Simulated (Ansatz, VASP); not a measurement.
## Two plane-wave programs on ZrIn2Se3

The input INCAR:

```
SYSTEM = ZrIn2Se3
PREC     = Accurate       ! precision mode
ENCUT    = 520            ! plane-wave cutoff, eV
EDIFF    = 1E-7           ! SCF threshold, eV
ISMEAR   = 0              ! smearing method
SIGMA    = 0.1            ! smearing width, eV
LREAL    = .FALSE.        ! projectors in reciprocal space
LASPH    = .TRUE.         ! aspherical terms in the spheres
NELM     = 100            ! most SCF steps
ALGO     = Normal         ! electronic algorithm
ISIF     = 2              ! what is computed and relaxed
LWAVE    = .FALSE.        ! write WAVECAR
LCHARG   = .FALSE.        ! write CHGCAR
GGA      = PE             ! functional
NBANDS   = 37             ! bands
```

Contents of KPOINTS:

```
regular mesh
0
G
  4 4 4
  0 0 0
```

POSCAR

```
ZrIn2Se3
1.0
    4.9607013000      0.0000000000      0.0000000000
    0.0000000000      4.9607013000      0.0000000000
    0.0000000000      0.0000000000      7.0644078900
Zr In Se
1 2 3
Direct
    0.0000000000      0.0000000000      0.5000000000
    0.0000000000      0.5000000000      0.2679100000
    0.5000000000      0.0000000000      0.7320900000
    0.5000000000      0.5000000000      0.0000000000
    0.0000000000      0.0000000000      0.0000000000
    0.5000000000      0.5000000000      0.5000000000
```

Input for Ansatz:

```yaml
crystal:
  lattice:
    - [4.9607013, 0.0, 0.0]
    - [0.0, 4.9607013, 0.0]
    - [0.0, 0.0, 7.06440789]
  atoms:
    - { symbol: Zr, position: [0.0, 0.0, 0.5] }
    - { symbol: In, position: [0.0, 0.5, 0.26791] }
    - { symbol: In, position: [0.5, 0.0, 0.73209] }
    - { symbol: Se, position: [0.5, 0.5, 0.0] }
    - { symbol: Se, position: [0.0, 0.0, 0.0] }
    - { symbol: Se, position: [0.5, 0.5, 0.5] }
basis:
  ecutwfc: 420
kpoints:
  mp_grid: { grid: [4, 4, 4] }
hamiltonian:
  xc: pbe
scf:
  occupations: { method: gaussian, width: 0.1 }
  lower_state_search: "off"
output:
  forces: true
  stress: true
  eigenvalues: true
```

Change from the starting cell: species swapped into the Li3MnAs2 type (P-4m2, No. 115).

Alike in both runs: task single point; functional PBE; k mesh 4 × 4 × 4; occupations gaussian, width 0.1 eV; no spin polarisation.

|  | VASP | Ansatz |
| --- | --- | --- |
| version | VASP 6.6.1 | Ansatz 0.2.0 |
| potentials or method | VASP PAW PBE potentials, release 64 (Zr_sv, In_d, Se), cutoff 520 eV | scalar-relativistic, plane waves, PAW |
| valence electrons in the cell | 56 | 86 |

```csv
,VASP,Ansatz,Ansatz less VASP
gap on the k mesh at the Fermi level (eV),none,none,-
pressure (GPa),-2.9,-2.9,0.00
"traceless stress, the component that is largest in VASP (GPa)",-0.36,-0.37,-0.007
rms of the force components (eV/Å),0.522,0.522,+0.0004
```

Atom by atom the forces differ by 0.000 eV/Å (rms over components). A gap of «none» marks a metal or a gap that the smearing closes. VASP's potentials hold 56 valence electrons a cell and Ansatz's 86, so a difference there can come from the potentials and not from the codes.
